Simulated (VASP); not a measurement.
Here is a VASP 6.6.1 calculation.

The input INCAR:

```
PREC = Accurate ; ENCUT = 520
EDIFF = 1E-8 ; ISMEAR = -1
SIGMA = 0.01 ; LREAL = F
LASPH = T ; NELM = 60
ALGO = Normal ; ISIF = 2
LWAVE = F ; LCHARG = F
GGA = PE ; LEFG = T
NBANDS = 24
```

KPOINTS

```
regular mesh
0
Gamma
  9 9 5
```

Contents of POSCAR:

```
TaN
1.0
    3.0275449731      0.0000000000      0.0000000000
   -1.5137724866      2.6219308577      0.0000000000
    0.0000000000      0.0000000000      4.8849922940
Ta N
2 2
Direct
    0.0000000000      0.0000000000      0.0000000000
    0.0000000000      0.0000000000      0.5000000000
    0.3333333333      0.6666666667      0.2500000000
    0.6666666667      0.3333333333      0.7500000000
```

Potentials or basis: VASP PAW PBE potentials, release 64 (Ta_pv, N).

Run with:

```sh
$ cat potpaw_PBE.64/Ta_pv/POTCAR potpaw_PBE.64/N/POTCAR > POTCAR
$ mpirun -np 1 vasp_std > vasp.out
```

What does it give for the band gap on the k mesh?

Zero (band 16 reaches 10.86 eV, above the bottom of band 17 at 8.23 eV).

Predict the pressure.

72.5 GPa.

Stress tensor (GPa, compression positive):
```
 42.19   0.00   0.00
  0.00  42.19   0.00
  0.00   0.00 133.13
```

Caveat: without QUAD_EFG the Cq values of the log hold for a quadrupole moment of 1 mb, not for the nuclei; spin-orbit coupling is left out, which moves the levels of the heavy elements.
